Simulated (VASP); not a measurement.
# PbO2 (P4_2/mnm) in VASP: further runs, part 2 of 2

VASP 6.6.1. The steps go on from the part before.

### Step 3. Single point, PBE+D3(BJ)

Input file INCAR:

```
SYSTEM = PbO2
  PREC = Accurate
  ENCUT = 520
  EDIFF = 1E-6
  ISMEAR = 0
  SIGMA = 0.01
  LREAL = .FALSE.
  LASPH = .TRUE.
  NELM = 100
  ALGO = Normal
  ISIF = 2
  LWAVE = .FALSE.
  LCHARG = .TRUE.
  GGA = PE
  IVDW = 12
  LELF = .TRUE.
  LVHAR = .TRUE.
  NBANDS = 35
```

Input file KPOINTS:

```
regular mesh
0
G
  8 8 10
  0 0 0
```

Input file POSCAR:

```
PbO2
1.0
    5.0292331640      0.0000000000      0.0000000000
    0.0000000000      5.0292331640      0.0000000000
    0.0000000000      0.0000000000      3.4401247908
Pb O
2 4
Direct
    0.0000000000      0.0000000000      0.0000000000
    0.5000000000      0.5000000000      0.5000000000
    0.3075146140      0.3075146140      0.0000000000
    0.1924853860      0.8075146140      0.5000000000
    0.8075146140      0.1924853860      0.5000000000
    0.6924853860      0.6924853860      0.0000000000
```

Potentials or basis: VASP PAW PBE potentials, release 64 (Pb_d, O).

Launch:

```
cat potpaw_PBE.64/Pb_d/POTCAR potpaw_PBE.64/O/POTCAR > POTCAR
mpirun -np 1 vasp_std > vasp.out
```

OUTCAR:

```text
SYSTEM = PbO2
   PREC = Accurate
   ENCUT = 520
   EDIFF = 1E-6
   ISMEAR = 0
   LREAL = .FALSE.
   LASPH = .TRUE.
   NELM = 100
   ISIF = 2
   GGA = PE
   IVDW = 12
 IVDW          = 12

 ion  position               nearest neighbor table
   1  0.000  0.000  0.000-   3 2.19   6 2.19   5 2.20   4 2.20   4 2.20   5 2.20   2 3.95   2 3.95
                             2 3.95   2 3.95   2 3.95   2 3.95   2 3.95   2 3.95
   2  0.500  0.500  0.500-   4 2.19   5 2.19   3 2.20   6 2.20   3 2.20   6 2.20   1 3.95   1 3.95
                             1 3.95   1 3.95   1 3.95   1 3.95   1 3.95   1 3.95
   3  0.308  0.308  0.000-   1 2.19   2 2.20   2 2.20
   4  0.192  0.808  0.500-   2 2.19   1 2.20   1 2.20
   5  0.808  0.192  0.500-   2 2.19   1 2.20   1 2.20
   6  0.692  0.692  0.000-   1 2.19   2 2.20   2 2.20

  LATTYP: Found a simple tetragonal cell.
 ALAT       =     5.0292331640
 C/A-ratio  =     0.6840257110

  Lattice vectors:

 A1 = (   5.0292331640,   0.0000000000,   0.0000000000)
 A2 = (   0.0000000000,   5.0292331640,   0.0000000000)
 A3 = (   0.0000000000,   0.0000000000,   3.4401247908)

Analysis of symmetry for initial positions (statically):
=====================================================================
 Subroutine PRICEL returns:
 Original cell was already a primitive cell.

 Routine SETGRP: Setting up the symmetry group for a
 simple tetragonal supercell.

 Subroutine GETGRP returns: Found 16 space group operations
 (whereof  8 operations were pure point group operations)
 out of a pool of 16 trial point group operations.

The static configuration has the point symmetry D_2h.
 The point group associated with its full space group is D_4h.

Analysis of symmetry for dynamics (positions and initial velocities):
=====================================================================
 Subroutine PRICEL returns:
 Original cell was already a primitive cell.

 Routine SETGRP: Setting up the symmetry group for a
 simple tetragonal supercell.

 Subroutine GETGRP returns: Found 16 space group operations
 (whereof  8 operations were pure point group operations)
 out of a pool of 16 trial point group operations.

The dynamic configuration has the point symmetry D_2h.
 The point group associated with its full space group is D_4h.

 Subroutine INISYM returns: Found 16 space group operations
 (whereof  8 operations are pure point group operations),
 and found     1 'primitive' translations

----------------------------------------------------------------------------------------

                                     Primitive cell

  volume of cell :      87.0117

  direct lattice vectors                    reciprocal lattice vectors
     5.029233164  0.000000000  0.000000000     0.198837470  0.000000000  0.000000000
     0.000000000  5.029233164  0.000000000     0.000000000  0.198837470  0.000000000
     0.000000000  0.000000000  3.440124791     0.000000000  0.000000000  0.290687129

  length of vectors
     5.029233164  5.029233164  3.440124791     0.198837470  0.198837470  0.290687129

  position of ions in fractional coordinates (direct lattice)
     0.000000000  0.000000000  0.000000000
     0.500000000  0.500000000  0.500000000
     0.307514614  0.307514614  0.000000000
     0.192485386  0.807514614  0.500000000
     0.807514614  0.192485386  0.500000000
     0.692485386  0.692485386  0.000000000
[... 41 lines left out ...]
  0.375000  0.000000  0.000000      4.000000
  0.500000  0.000000  0.000000      2.000000
  0.125000  0.125000  0.000000      4.000000
[... 16 lines left out ...]
  0.375000  0.125000  0.100000     16.000000
  0.500000  0.125000  0.100000      8.000000
 [... further k-points ...]
   k-points           NKPTS =     90   k-points in BZ     NKDIM =     90   number of bands    NBANDS=     35
   number of dos      NEDOS =    301   number of ions     NIONS =      6
   total plane-waves  NPLWV =  44800
   dimension x,y,z NGX =    40 NGY =   40 NGZ =   28
   dimension x,y,z NGXF=    80 NGYF=   80 NGZF=   56
   ions per type =               2   4
   NGX,Y,Z   is equivalent  to a cutoff of  13.22, 13.22, 13.53 a.u.
   NGXF,Y,Z  is equivalent  to a cutoff of  26.44, 26.44, 27.06 a.u.
 SYSTEM =  PbO2
   PREC   = accura    normal or accurate (medium, high low for compatibility)
   ISTART =      0    job   : 0-new  1-cont  2-samecut
   ICHARG =      2    charge: 1-file 2-atom 10-const
   ISPIN  =      1    spin polarized calculation?
   LNONCOLLINEAR =      F non collinear calculations
   LSORBIT =      F    spin-orbit coupling
   LASPH  =      T    aspherical Exc in radial PAW
   ENCUT  =  520.0 eV  38.22 Ry    6.18 a.u.   9.35  9.35  6.40*2*pi/ulx,y,z
   NELM   =    100;   NELMIN=  2; NELMDL= -5     # of ELM steps
   EDIFF  = 0.1E-05   stopping-criterion for ELM
   LREAL  =      F    real-space projection
   EDIFFG = 0.1E-04   stopping-criterion for IOM
   NSW    =      0    number of steps for IOM
   IBRION =     -1    ionic relax: 0-MD 1-quasi-New 2-CG
   NFREE  =      0    steps in history (QN), initial steepest desc. (CG)
   ISIF   =      2    stress and relaxation
   ISYM   =      2    0-nonsym 1-usesym 2-fastsym
   POTIM  = 0.5000    time-step for ionic-motion
   TEBEG  =    0.0;   TEEND  =   0.0 temperature during run
   PSTRESS=    0.0 pullay stress
   NELECT =      52.0000    total number of electrons
   NUPDOWN=      -1.0000    fix difference up-down
   EMIN   =  10.00;   EMAX   =-10.00  energy-range for DOS
   EFERMI =   0.00;   METHOD = LEGACY
   ISMEAR =     0;   SIGMA  =   0.01  broadening in eV -4-tet -1-fermi 0-gaus
   EFERMI_NEDOS =   21; number of points for ismear=-14 and -15
   IALGO  =     38    algorithm
   IMIX   =      4    mixing-type and parameters
     AMIX     =   0.40;   BMIX     =  1.00
     AMIX_MAG =   1.60;   BMIX_MAG =  1.00
  volume/ion in A,a.u.               =      14.50        97.86
  Fermi-wavevector in a.u.,A,eV,Ry     =   1.378955  2.605847 25.871701  1.901516
  Thomas-Fermi vector in A             =   2.503969
   LORBIT       =      0    0 simple, 1 ext, 2 COOP (PROOUT), +10 PAW based schemes
   GGA     = PE    functional components
   LHFCALC =     F    Hartree Fock is set to
   AEXX    =    0.0000 exact exchange contribution
   IVDW    =    12    specifies the selected vdW correction
   LEPSILON=     F    determine dielectric tensor
   LRPA    =     F    only Hartree local field effects (RPA)
 non-spin polarized calculation
 Gauss-broadening in eV      SIGMA  =   0.01
  energy-cutoff  :      520.00
  volume of cell :       87.01
 maximum number of plane-waves:      2401
 NGX is ok and might be reduce to    40
   NGX = 19   NGY = 19   NGZ = 13

 number of electron      51.9999997 magnetization

 Free energy of the ion-electron system (eV)
  ---------------------------------------------------
  ext. energy  EPLUGINS =         0.00000000
  ---------------------------------------------------
  free energy    TOTEN  =       -31.84938469 eV

  energy without entropy =      -31.84938447  energy(sigma->0) =      -31.84938458

 E-fermi :   3.9586     XC(G=0): -10.4881

 val. band max:        3.9334498973   @ k =   0.1250   0.1250   0.0000
 cond. band min:       3.9813681834   @ k =   0.0000   0.0000   0.1000
 fundamental gap:      0.0479182861
 Fermi energy:         3.9586196486

 k-point     1 :       0.0000    0.0000    0.0000
  band No.  band energies     occupation
      1     -14.1412      2.00000
      2     -14.0776      2.00000
      3     -12.4785      2.00000
      4     -12.4785      2.00000
      5     -11.5657      2.00000
      6     -11.3929      2.00000
[... 901 lines left out ...]
     34      15.3064      0.00000
     35      16.0187      0.00000

 [... further k-points ...]

------------------------ aborting loop because EDIFF is reached ----------------------------------------

 Edisp (eV)   -1.24262

 E8    (eV) :    -0.5284

  FORCE on cell =-STRESS in cart. coord.  units (eV):
  Direction    XX          YY          ZZ          XY          YZ          ZX
  --------------------------------------------------------------------------------------
  -------------------------------------------------------------------------------------
  Total       0.10220     0.10220     0.18912     0.00000     0.00000     0.00000
  in kB       1.88184     1.88184     3.48241     0.00000     0.00000     0.00000
  external pressure =        2.42 kB  Pullay stress =        0.00 kB

 VOLUME and BASIS-vectors are now :
 -----------------------------------------------------------------------------
  energy-cutoff  :      520.00
  volume of cell :       87.01
      direct lattice vectors                 reciprocal lattice vectors
     5.029233164  0.000000000  0.000000000     0.198837470  0.000000000  0.000000000
     0.000000000  5.029233164  0.000000000     0.000000000  0.198837470  0.000000000
     0.000000000  0.000000000  3.440124791     0.000000000  0.000000000  0.290687129

 POSITION                                       TOTAL-FORCE (eV/Angst)
 -----------------------------------------------------------------------------------
      0.00000      0.00000      0.00000         0.000000      0.000000      0.000000
      2.51462      2.51462      1.72006         0.000000      0.000000      0.000000
      1.54656      1.54656      0.00000        -0.005704     -0.005704     -0.000000
      0.96805      4.06118      1.72006         0.005704     -0.005704     -0.000000
      4.06118      0.96805      1.72006        -0.005704      0.005704      0.000000
      3.48267      3.48267      0.00000         0.005704      0.005704      0.000000
 -----------------------------------------------------------------------------------
    total drift:                                0.000000     -0.000000     -0.000000

  FREE ENERGIE OF THE ION-ELECTRON SYSTEM (eV)
  ---------------------------------------------------
  free  energy   TOTEN  =       -33.0920017161 eV

  energy  without entropy=      -33.0920014900  energy(sigma->0) =      -33.09200160
```

It took 4.9 min on 1 thread of AMD EPYC 7R13 (Zen 3), shared host; peak memory 0.32 GiB.

What came out:

```yaml
Free_energy: -33.0920 eV
Pressure: 0.2 GPa
Largest_force: 0.008 eV/Å
Band_gap_on_the_k_mesh: 0.05 eV, indirect (least direct gap 0.07 eV)
Dispersion_energy_per_atom: -0.207 eV
```

Forces on the atoms (eV/Å):
```
Pb   0.000  0.000  0.000
Pb   0.000  0.000  0.000
O   -0.006 -0.006  0.000
O    0.006 -0.006  0.000
O   -0.006  0.006  0.000
O    0.006  0.006  0.000
```

Caveat: spin-orbit coupling is left out, which moves the levels of the heavy elements.

### Step 4. Relaxation of cell and atoms, PBE+D3(BJ)

This run uses another cell than the first one, of 14.18 Å³/atom, 0.977 times its volume.

Input file INCAR:

```
  ALGO = Normal
  EDIFF = 1E-7
  EDIFFG = -0.01
  ENCUT = 600
  GGA = PE
  IBRION = 2
  ISIF = 3
  ISMEAR = 0
  IVDW = 12
  LASPH = True
  LCHARG = False
  LREAL = False
  LWAVE = False
  NELM = 100
  NSW = 100
  PREC = Accurate
  SIGMA = 0.01
```

Input file KPOINTS:

```
k-points
0
Gamma
  8 8 10
```

Input file POSCAR:

```
PbO2
1.0
    4.9949598300      0.0000000000      0.0000000000
    0.0000000000      4.9949598300      0.0000000000
    0.0000000000      0.0000000000      3.4090008700
Pb O
2 4
Direct
    0.0000000000      0.0000000000      0.0000000000
    0.5000000000      0.5000000000      0.5000000000
    0.3074289600      0.3074289600      0.0000000000
    0.1925710400      0.8074289600      0.5000000000
    0.8074289600      0.1925710400      0.5000000000
    0.6925710400      0.6925710400      0.0000000000
```

Launch:

```
cat potpaw_PBE.64/Pb_d/POTCAR potpaw_PBE.64/O/POTCAR > POTCAR
mpirun -np 1 vasp_std > vasp.out
```

Run time: 29 min. Hardware: 1 thread of AMD EPYC 7R13 (Zen 3), shared host; peak memory 0.35 GiB.

The run converged. Its results:

```yaml
Free_energy: -33.0963 eV
Relaxed_volume: 14.51 Å³/atom
Relaxed_cell: a = 5.028 Å, b = 5.028 Å, c = 3.443 Å, α = 90.00°, β = 90.00°, γ = 90.00°
Space_group_after_relaxing_to_0.05_Å: P4_2/mnm (No. 136)
Energy_gained_by_relaxing: 3.6 meV/atom
Ionic_steps: 5
Pressure_after_relaxing: 0.1 GPa
Largest_force_after_relaxing: 0.008 eV/Å
Band_gap_on_the_k_mesh: 0.05 eV, indirect (least direct gap 0.06 eV)
Dispersion_energy_per_atom: -0.207 eV
```

Forces in eV/Å, atoms in the order of the input:
```
Pb   0.000  0.000  0.000
Pb   0.000  0.000  0.000
O    0.006  0.006  0.000
O   -0.006  0.006  0.000
O    0.006 -0.006  0.000
O   -0.006 -0.006  0.000
```

The path:
```csv
step,energy change (eV),largest force (eV/Å),pressure (GPa),volume (Å³)
1,0.0000,0.0568,3.36,85.05
2,-0.0076,0.0783,-2.39,88.77
3,-0.0214,0.0253,0.01,87.06
4,-0.0214,0.0237,0.07,87.02
5,-0.0215,0.0084,0.06,87.04
```

Final structure:
```xyz
6
Lattice="5.0283 0.0000 0.0000 0.0000 5.0283 0.0000 0.0000 0.0000 3.4426" Properties=species:S:1:pos:R:3 pbc="T T T"
Pb    5.0283    0.0000    3.4426
Pb    2.5141    2.5141    1.7213
O     1.5455    1.5455    0.0000
O     0.9686    4.0597    1.7213
O     4.0597    0.9686    1.7213
O     3.4827    3.4827    0.0000
```

Levels at points of the mesh, in eV from the valence-band top:
```
           k point  band 23  band 24  band 25  band 26  band 27  band 28  band 29  band 30
(0.00, 0.00, 0.00)    -0.61    -0.61    -0.54    -0.54     0.11     4.04     5.80     5.80
(0.50, 0.00, 0.00)    -0.64    -0.64    -0.34    -0.34     2.25     2.25     6.40     6.40
(0.50, 0.50, 0.00)    -0.66    -0.66    -0.43    -0.43     2.64     2.64     6.64     6.64
(0.00, 0.00, 0.50)    -1.03    -1.03    -0.73    -0.73     3.55     3.55     8.77     8.77
(0.50, 0.00, 0.50)    -0.71    -0.71    -0.21    -0.21     3.85     3.85     7.20     7.20
(0.50, 0.50, 0.50)    -0.62    -0.62    -0.47    -0.47     2.66     2.66     8.26     8.26
```

Caveat: spin-orbit coupling is left out, which moves the levels of the heavy elements.

### Step 5. Single point, PBE+D3(BJ)

Input file INCAR:

```
SYSTEM = PbO2
PREC = Accurate ; ENCUT = 520
EDIFF = 1E-6 ; ISMEAR = 0
SIGMA = 0.1 ; LREAL = .FALSE.
LASPH = .TRUE. ; NELM = 100
ALGO = Normal ; ISIF = 2
LWAVE = .FALSE. ; LCHARG = .FALSE.
GGA = PE ; IVDW = 12
NBANDS = 35
```

Input file KPOINTS:

```
Automatic mesh
0
G
  8 8 12
  0 0 0
```

Input file POSCAR:

```
PbO2
1.0
    5.0302459225      0.0000000000      0.0000000000
    0.0000000000      5.0302459225      0.0000000000
    0.0000000000      0.0000000000      3.4406406393
Pb O
2 4
Direct
    0.0000000000      0.0000000000      0.0000000000
    0.5000000000      0.5000000000      0.5000000000
    0.3074942376      0.3074942376      0.0000000000
    0.1925057624      0.8074942376      0.5000000000
    0.8074942376      0.1925057624      0.5000000000
    0.6925057624      0.6925057624      0.0000000000
```

Launch:

```
cat potpaw_PBE.64/Pb_d/POTCAR potpaw_PBE.64/O/POTCAR > POTCAR
mpirun -np 1 vasp_std > vasp.out
```

Run time: 7.4 min. Hardware: 1 thread of AMD EPYC 7R13 (Zen 3), shared host; peak memory 0.35 GiB.

The run converged. Its results:

```
Free energy                : -33.0939 eV
Pressure                   : 0.2 GPa
Largest force              : 0.009 eV/Å
Band gap on the k mesh     : 0.05 eV, indirect (least direct gap 0.07 eV)
Dispersion energy per atom : -0.207 eV
```

Forces in eV/Å, atoms in the order of the input:
```
Pb   0.000  0.000  0.000
Pb   0.000  0.000  0.000
O   -0.006 -0.006  0.000
O    0.006 -0.006  0.000
O   -0.006  0.006  0.000
O    0.006  0.006  0.000
```

Stress tensor (GPa, compression positive):
```
0.18 0.00 0.00
0.00 0.18 0.00
0.00 0.00 0.36
```

Levels at points of the mesh, in eV from the valence-band top:
```
           k point  band 24  band 25  band 26  band 27  band 28  band 29
(0.00, 0.00, 0.00)    -0.61    -0.54    -0.54     0.11     4.04     5.81
(0.50, 0.00, 0.00)    -0.64    -0.34    -0.34     2.25     2.25     6.40
(0.50, 0.50, 0.00)    -0.66    -0.44    -0.44     2.64     2.64     6.64
(0.00, 0.00, 0.50)    -1.03    -0.73    -0.73     3.56     3.56     8.77
(0.50, 0.00, 0.50)    -0.71    -0.21    -0.21     3.85     3.85     7.20
(0.50, 0.50, 0.50)    -0.62    -0.47    -0.47     2.67     2.67     8.26
```

Caveat: spin-orbit coupling is left out, which moves the levels of the heavy elements. A k mesh can miss the band edges.

### Step 6. Summary

| task | cell | k mesh | cutoff (eV) | smearing | gap on the mesh (eV) | pressure (GPa) | relaxed volume (Å³/atom) | largest force (eV/Å) |
| --- | --- | --- | --- | --- | --- | --- | --- | --- |
| relaxation of cell and atoms | relaxed from a = 5.029, b = 5.029, c = 3.440 Å, 6 atoms | 8 × 8 × 12 | 600 | gaussian 0.1 eV | 0.05 | 0.0 | 14.52 | - |
| single point | a = 5.029, b = 5.029, c = 3.440 Å, 6 atoms | 8 × 8 × 10 | 520 | gaussian 0.01 eV | 0.05 | 0.2 | - | 0.01 |
| relaxation of cell and atoms | relaxed from a = 4.995, b = 4.995, c = 3.409 Å, 6 atoms | 8 × 8 × 10 | 600 | gaussian 0.01 eV | 0.05 | 0.1 | 14.51 | 0.01 |
| single point | a = 5.030, b = 5.030, c = 3.441 Å, 6 atoms | 8 × 8 × 12 | 520 | gaussian 0.1 eV | 0.05 | 0.2 | - | 0.01 |

Alike in all rows: level PBE+D3(BJ); potentials or basis VASP PAW PBE potentials, release 64 (Pb_d, O); no spin polarisation.

Caveats: spin-orbit coupling is left out, which moves the levels of the heavy elements.

Absolute energies hang on the potentials; compare differences alone.
